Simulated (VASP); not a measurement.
A run of VASP 6.6.1 is set up as follows.

POSCAR

```
Si
1.0
    2.5321100000      0.0000000000      0.0000000000
    0.0000000000      2.5321100000      0.0000000000
    0.0000000000      0.0000000000      2.5321100000
Si
1
Direct
    0.5000000000      0.5000000000      0.5000000000
```

The input INCAR.step1:

```
PREC = Accurate
ENCUT = 600
EDIFF = 1E-5
ISMEAR = -1
SIGMA = 0.05
LREAL = F
LASPH = T
NELM = 80
ALGO = Normal
LWAVE = T
LCHARG = F
GGA = PE
NBANDS = 8
```

The input INCAR.step2:

```
PREC = Accurate
ENCUT = 600
EDIFF = 1E-7
ISMEAR = -1
SIGMA = 0.05
LREAL = F
LASPH = T
NELM = 80
ALGO = Normal
ISIF = 3
LWAVE = F
LCHARG = F
GGA = PE
LHFCALC = T
AEXX = 1.0
ALDAC = 0.0
AGGAC = 0.0
PRECFOCK = Normal
IBRION = 2
NSW = 60
EDIFFG = -0.01
ISTART = 1
```

File KPOINTS:

```
regular mesh
0
Gamma
  5 5 5
```

Potentials or basis: VASP PAW PBE potentials, release 64 (Si).

Run with:

```console
$ cat potpaw_PBE.64/Si/POTCAR > POTCAR
$ cp INCAR.step1 INCAR
$ mpirun -np 1 vasp_std > vasp.out
$ cp INCAR.step2 INCAR
$ mpirun -np 1 vasp_std > vasp.out
```

Question: What does it give for the space group after relaxing (to 0.05 Å)?

Answer: Pm-3m (No. 221).

Question: Predict the relaxed cell.

Answer: a = 2.602 Å, b = 2.602 Å, c = 2.602 Å, α = 90.00°, β = 90.00°, γ = 90.00°.

Final structure:
```
Si
1.0
     2.60189    0.00000    0.00000
     0.00000    2.60189    0.00000
     0.00000    0.00000    2.60189
Si
1
Direct
  0.50000 0.50000 0.50000
```

Caveat: the k points lie up to 0.48 Å⁻¹ apart in the final cell.
